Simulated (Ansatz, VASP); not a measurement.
## O: VASP beside Ansatz

File INCAR:

```
SYSTEM = O
ALGO = Normal
EDIFF = 1E-7
ENCUT = 520
GGA = PE
ISIF = 2
ISMEAR = -1
LASPH = .TRUE.
LCHARG = .FALSE.
LREAL = .FALSE.
LWAVE = .FALSE.
NBANDS = 13
NELM = 100
PREC = Accurate
SIGMA = 0.05
```

KPOINTS

```
k-points
0
G
  12 12 12
  0 0 0
```

The input POSCAR:

```
O
1.0
    0.0000000000      1.8513050931      3.8192465653
    1.4711159692      0.0000000000      3.8192465653
    1.4711159692      1.8513050931      0.0000000000
O
2
Direct
    0.5789020000      0.5789020000      0.4210980000
    0.4210980000      0.4210980000      0.5789020000
```

The input input.yaml:

```yaml
crystal:
  lattice:
    - [0.0, 1.8513050931, 3.8192465653]
    - [1.4711159692, 0.0, 3.8192465653]
    - [1.4711159692, 1.8513050931, 0.0]
  atoms:
    - { symbol: O, position: [0.578902, 0.578902, 0.421098] }
    - { symbol: O, position: [0.421098, 0.421098, 0.578902] }
hamiltonian:
  xc: pbe
  pseudopotentials: { kind: paw }
kpoints:
  mp_grid: { grid: [12, 12, 12] }
scf:
  occupations: { method: fermi_dirac, width: 0.05 }
output:
  forces: true
  stress: true
  eigenvalues: true
```

Change from the starting cell: volume scaled by 0.94.

Alike in both runs: task single point; functional PBE; k mesh 12 × 12 × 12; occupations fermi-dirac, width 0.05 eV; no spin polarisation.

|  | VASP | Ansatz |
| --- | --- | --- |
| version | VASP 6.6.1 | Ansatz 0.2.0 |
| potentials or method | VASP PAW PBE potentials, release 64 (O) | Ansatz PAW |
| plane-wave cutoff (eV) | 520 | 420 |
| valence electrons in the cell | 12 | 12 |

VASP gave:

- gap on the k mesh at the Fermi level (eV): none
- pressure (GPa): 9.1
- traceless stress, the component that is largest in VASP (GPa): 10.26
- rms of the force components (eV/Å): 1.039

Q: Estimate Ansatz's values.

A: gap on the k mesh at the Fermi level (eV): none; pressure (GPa): 5.4; traceless stress, the component that is largest in VASP (GPa): 2.15; rms of the force components (eV/Å): 0.269.

Atom by atom the forces differ by 0.770 eV/Å (rms over components). A gap of «none» marks a metal or a gap that the smearing closes. The functional is the same, so the differences come from potentials, cutoffs and numerics.

Noted on VASP's run: the standard files for N, O and F lose accuracy on very short bonds; spin is off for a triplet molecule. Noted on Ansatz's run: Pulay correction over one GPa; spin is off for a triplet molecule.
